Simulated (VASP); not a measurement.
Wanted: the native input for a VASP 6.6.1 run.

```
Task                               : single point
Functional                         : PBE0
Potentials or basis                : VASP PAW PBE potentials, release 64 (Si, O)
Cutoff                             : 520 eV
k mesh                             : 4 × 4 × 6
Occupations                        : gaussian, width 0.01 eV
Spin                               : no spin polarisation
Dipole correction                  : no
Grid for exact exchange (PRECFOCK) : Fast
Further INCAR settings             : ALGO = Normal; EDIFF = 1e-07; NBANDS = 25
Share of exact exchange            : 0.25
```

SiO2:

```xyz
6
Lattice="4.1852 0.0000 0.0000 0.0000 4.1852 0.0000 0.0000 0.0000 2.6688" Properties=species:S:1:pos:R:3 pbc="T T T"
Si    0.0000    0.0000    0.0000
Si    2.0926    2.0926    1.3344
O     1.2811    1.2811    0.0000
O     0.8115    3.3737    1.3344
O     2.9041    2.9041    0.0000
O     3.3737    0.8115    1.3344
```

These files were run (other wordings do the same):

POSCAR

```
SiO2
1.0
    4.1851894797      0.0000000000      0.0000000000
    0.0000000000      4.1851894797      0.0000000000
    0.0000000000      0.0000000000      2.6688395709
Si O
2 4
Direct
    0.0000000000      0.0000000000      0.0000000000
    0.5000000000      0.5000000000      0.5000000000
    0.3061010388      0.3061010388      0.0000000000
    0.1938989612      0.8061010388      0.5000000000
    0.6938989612      0.6938989612      0.0000000000
    0.8061010388      0.1938989612      0.5000000000
```

INCAR.step1

```
SYSTEM = SiO2
PREC = Accurate ; ENCUT = 520
EDIFF = 1E-5 ; ISMEAR = 0
SIGMA = 0.01 ; LREAL = .False.
LASPH = .True. ; NELM = 60
ALGO = Normal ; ISIF = 2
LWAVE = .True. ; LCHARG = .False.
GGA = PE ; NBANDS = 25
KPAR = 4
```

INCAR.step2

```
SYSTEM = SiO2
PREC = Accurate ; ENCUT = 520
EDIFF = 1E-7 ; ISMEAR = 0
SIGMA = 0.01 ; LREAL = .False.
LASPH = .True. ; NELM = 60
ALGO = Normal ; ISIF = 2
LWAVE = .False. ; LCHARG = .False.
GGA = PE ; LHFCALC = .True.
AEXX = 0.25 ; PRECFOCK = Fast
ISTART = 1 ; NBANDS = 25
KPAR = 4
```

KPOINTS

```
Automatic mesh
0
Gamma
  4 4 6
  0 0 0
```

Potentials or basis: VASP PAW PBE potentials, release 64 (Si, O).

Launch:

```sh
$ cat potpaw_PBE.64/Si/POTCAR potpaw_PBE.64/O/POTCAR > POTCAR
$ cp INCAR.step1 INCAR
$ mpirun -np 4 vasp_std > vasp.out
$ cp INCAR.step2 INCAR
$ mpirun -np 4 vasp_std > vasp.out
```

It gave:

| Item | Value |
| --- | --- |
| Pressure | -2.0 GPa |
| Largest force | 0.046 eV/Å |
| Band gap on the k mesh | 8.43 eV |

Caveat: the PAW data sets were made with another functional, which shifts forces and pressure a little.

Run time: 15 min on 4 MPI ranks on Oxide Virtual Turin-like Processor, with other jobs on the host, peak memory 0.15 GiB a rank.
